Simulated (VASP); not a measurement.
# Ti (I4/mmm) in VASP: a series of runs, part 2 of 2

VASP 6.6.1. Earlier steps stand in the parts before.

### Step 3. Single point, PBEsol (strain -0.0750 x Voigt [1, 0, 0, 0, 0, 0])

The input, INCAR:

```
SYSTEM = Ti
ALGO     = Fast           ! electronic algorithm
EDIFF    = 1E-6           ! SCF threshold, eV
ENCUT    = 520            ! plane-wave cutoff, eV
GGA      = PS             ! functional
ISIF     = 2              ! what is computed and relaxed
ISMEAR   = 0              ! smearing method
LASPH    = .TRUE.         ! aspherical terms in the spheres
LCHARG   = .FALSE.        ! write CHGCAR
LREAL    = .FALSE.        ! projectors in reciprocal space
LWAVE    = .FALSE.        ! write WAVECAR
NBANDS   = 12             ! bands
NELM     = 60             ! most SCF steps
PREC     = Accurate       ! precision mode
SIGMA    = 0.15           ! smearing width, eV
```

The input, KPOINTS:

```
k-points
0
G
  26 26 26
  0 0 0
```

The input, POSCAR:

```
Ti
1.0
   -1.4847323582      1.6051160629      1.6051160629
    1.4847323582     -1.6051160629      1.6051160629
    1.4847323582      1.6051160629     -1.6051160629
Ti
1
Direct
    0.0000000000      0.0000000000      0.0000000000
```

Potentials or basis: VASP PAW PBE potentials, release 64 (Ti_sv).

Launch:

```bash
cat potpaw_PBE.64/Ti_sv/POTCAR > POTCAR
mpirun -np 1 vasp_std > vasp.out
```

Wall time 2.6 min (1 thread of Intel Xeon 6975P-C (Granite Rapids), shared host); peak memory 0.34 GiB.

The run converged. Its results:

```yaml
Free_energy: -8.2180 eV
Pressure: 9.8 GPa
Band_gap_on_the_k_mesh: zero (bands 6 and 7 overlap by 1.75 eV)
```

Stress tensor (GPa, compression positive):
```
 8.16  0.00  0.00
 0.00 10.62  0.00
 0.00  0.00 10.62
```

Levels at points of the mesh, in eV from the Fermi level:
| k point | band 4 | band 5 | band 6 | band 7 | band 8 | band 9 |
| --- | --- | --- | --- | --- | --- | --- |
| (0.00, 0.00, 0.00) | -31.86 | -6.22 | 0.64 | 1.33 | 1.33 | 2.67 |
| (0.50, 0.00, 0.00) | -31.84 | -2.78 | -0.02 | 1.19 | 2.61 | 3.33 |
| (0.00, 0.50, 0.00) | -31.91 | -2.83 | -0.82 | 1.81 | 3.14 | 3.91 |
| (0.50, 0.50, 0.50) | -32.44 | -2.71 | -2.47 | 4.51 | 4.51 | 4.68 |

Caveat: the cell differs from its parent crystal (strain -0.0750 x Voigt [1, 0, 0, 0, 0, 0]); the cell stands under pressure; the PAW data sets were made with another functional, which shifts forces and pressure a little.

### Step 4. Single point, PBEsol (strain +0.0750 x Voigt [1, 0, 0, 0, 0, 0])

The input, INCAR:

```
SYSTEM = Ti
PREC = Accurate ; ENCUT = 520
EDIFF = 1E-7 ; ISMEAR = 0
SIGMA = 0.15 ; LREAL = .FALSE.
LASPH = .TRUE. ; NELM = 100
ALGO = Fast ; ISIF = 2
LWAVE = .FALSE. ; LCHARG = .TRUE.
GGA = PS ; LELF = .TRUE.
LVHAR = .TRUE. ; NBANDS = 12
```

The input, KPOINTS:

```
Automatic mesh
0
G
  26 26 26
  0 0 0
```

The input, POSCAR:

```
Ti
1.0
   -1.7254997676      1.6051160629      1.6051160629
    1.7254997676     -1.6051160629      1.6051160629
    1.7254997676      1.6051160629     -1.6051160629
Ti
1
Direct
    0.0000000000      0.0000000000      0.0000000000
```

Potentials or basis: VASP PAW PBE potentials, release 64 (Ti_sv).

Launch:

```bash
cat potpaw_PBE.64/Ti_sv/POTCAR > POTCAR
mpirun -np 1 vasp_std > vasp.out
```

OUTCAR:

```text
SYSTEM = Ti
   PREC = Accurate
   ENCUT = 520
   EDIFF = 1E-7
   ISMEAR = 0
   LREAL = .FALSE.
   LASPH = .TRUE.
   NELM = 100
   ISIF = 2
   GGA = PS

 ion  position               nearest neighbor table
   1  0.000  0.000  0.000-

  LATTYP: Found a body centered tetragonal cell.
 ALAT       =     3.2102321258
 C/A-ratio  =     1.0750000000

  Lattice vectors:

 A1 = (  -1.7254997676,   1.6051160629,  -1.6051160629)
 A2 = (  -1.7254997676,  -1.6051160629,   1.6051160629)
 A3 = (   1.7254997676,   1.6051160629,   1.6051160629)

[... 540 lines left out ...]

 [... further k-points ...]

------------------------ aborting loop because EDIFF is reached ----------------------------------------

  FORCE on cell =-STRESS in cart. coord.  units (eV):
  Direction    XX          YY          ZZ          XY          YZ          ZX
  --------------------------------------------------------------------------------------
  -------------------------------------------------------------------------------------
  Total       -0.6946241     -0.8614430     -0.8614430     -0.0000000      0.0000000      0.0000000
  in kB      -62.5853472    -77.6156589    -77.6156589     -0.0000000      0.0000000      0.0000000
  external PRESSURE =     -72.6055550 kB  Pullay stress =       0.0000000 kB

 VOLUME and BASIS-vectors are now :
 -----------------------------------------------------------------------------
  energy-cutoff  :      520.00
  volume of cell :       17.78
      direct lattice vectors                 reciprocal lattice vectors
    -1.725499768  1.605116063  1.605116063     0.000000000  0.311503954  0.311503954
     1.725499768 -1.605116063  1.605116063     0.289771120  0.000000000  0.311503954
     1.725499768  1.605116063 -1.605116063     0.289771120  0.311503954  0.000000000

 POSITION                                       TOTAL-FORCE (eV/Angst)
 -----------------------------------------------------------------------------------
      0.00000      0.00000      0.00000        -0.000000      0.000000      0.000000
 -----------------------------------------------------------------------------------
    total drift:                                0.000000      0.000000      0.000000

  FREE ENERGIE OF THE ION-ELECTRON SYSTEM (eV)
  ---------------------------------------------------
  free  energy   TOTEN  =        -8.2214878534 eV

  energy  without entropy=       -8.1937725946  energy(sigma->0) =       -8.20763022
```

OSZICAR:

```text
N       E                     dE             d eps       ncg     rms          rms(c)
DAV:   1     0.862042635906E+02    0.86204E+02   -0.65448E+03 31980   0.120E+03
DAV:   2    -0.508461077239E+01   -0.91289E+02   -0.88929E+02 32668   0.296E+02
DAV:   3    -0.935749788010E+01   -0.42729E+01   -0.42217E+01 44636   0.651E+01
[... 18 lines left out ...]
RMM:  22    -0.822148730325E+01   -0.28552E-06   -0.26657E-06 29956   0.570E-03    0.503E-04
RMM:  23    -0.822148754618E+01   -0.24293E-06   -0.24470E-06 26023   0.425E-03    0.102E-03
RMM:  24    -0.822148767349E+01   -0.12730E-06   -0.12433E-06 24235   0.346E-03    0.113E-03
RMM:  25    -0.822148777929E+01   -0.10580E-06   -0.10734E-06 22234   0.286E-03    0.129E-03
RMM:  26    -0.822148785345E+01   -0.74156E-07   -0.71404E-07 22650   0.252E-03
   1 F= -.82214879E+01 E0= -.82076302E+01  d E =-.277153E-01
```

It took 3.2 min on 1 thread of Intel Xeon 6975P-C (Granite Rapids), shared host; peak memory 0.38 GiB.

What came out:

| Quantity | Value |
| --- | --- |
| Free energy | -8.2215 eV |
| Pressure | -7.3 GPa |
| Band gap on the k mesh | zero (bands 6 and 7 overlap by 1.58 eV) |

Stress tensor (GPa, compression positive):
```
-6.26  0.00  0.00
 0.00 -7.76  0.00
 0.00  0.00 -7.76
```

Caveat: the cell differs from its parent crystal (strain +0.0750 x Voigt [1, 0, 0, 0, 0, 0]); the cell stands under tension; the PAW data sets were made with another functional, which shifts forces and pressure a little.

### Step 5. Summary

| cell | further INCAR settings | gap on the mesh (eV) | pressure (GPa) |
| --- | --- | --- | --- |
| a = 2.691 Å, angles 115.1, 106.8, 106.8°, 1 atom | ALGO = Fast; EDIFF = 1e-07; NBANDS = 12 | none | 13.8 |
| a = 2.712 Å, angles 113.6, 107.4, 107.4°, 1 atom | ALGO = Fast; EDIFF = 1e-06; NBANDS = 12 | none | 9.8 |
| a = 2.851 Å, angles 105.5, 111.5, 111.5°, 1 atom | ALGO = Fast; EDIFF = 1e-07; NBANDS = 12 | none | -7.3 |

Alike in all rows: task single point; level PBEsol; potentials or basis VASP PAW PBE potentials, release 64 (Ti_sv); no spin polarisation; k mesh 26 × 26 × 26; cutoff (eV) 520; smearing gaussian 0.15 eV.

Caveats: the PAW data sets were made with another functional, which shifts forces and pressure a little; the cell stands under pressure (at least some runs); the cell stands under tension (at least some runs).

Total energies depend on the potentials used, so only differences within one code and one set of settings carry meaning.
